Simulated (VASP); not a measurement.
Runs of VASP 6.6.1 on Bi. The structure is that of space group R-3m (No. 166), or close to it. The cells are those of the table. 

```tsv
task	cell	gap on the mesh (eV)	pressure (GPa)	largest force (eV/Å)
single point	a = 4.680 Å, angles 58.1°, 2 atoms	none	2.7	0.32
single point	a = 4.647 Å, angles 58.6°, 2 atoms	none	3.2	(b)
electric field gradients	a = 4.812 Å, angles 56.4°, 2 atoms	none	0.9	0.08
electric field gradients	a = 4.839 Å, angles 57.2°, 2 atoms	none	-0.9	0.06
electric field gradients	a = 4.808 Å, angles 57.2°, 2 atoms	none	(a)	0.02
single point	a = 4.845 Å, angles 56.0°, 2 atoms	none	0.5	0.01
single point	a = 4.713 Å, angles 57.7°, 2 atoms	none	2.2	0.26
electric field gradients	a = 4.777 Å, angles 57.2°, 2 atoms	none	(c)	0.11
single point	a = 4.779 Å, angles 56.8°, 2 atoms	none	1.3	0.14
single point	a = 4.812 Å, angles 56.4°, 2 atoms	none	0.9	0.08
```

Alike in all rows: level PBE; potentials or basis VASP PAW PBE potentials, release 64 (Bi_d); no spin polarisation; k mesh 11 × 11 × 11; cutoff (eV) 520; smearing fermi-dirac 0.03 eV.

Estimate the missing entries.

(a) -0.1; (b) 0.37; (c) 0.8.

Caveats: spin-orbit coupling is left out, which moves the levels of the heavy elements.

A k mesh can miss the band edges, and the runs leave out spin-orbit coupling on Bi.

A gap of «none» marks levels without a gap at the run's occupations.
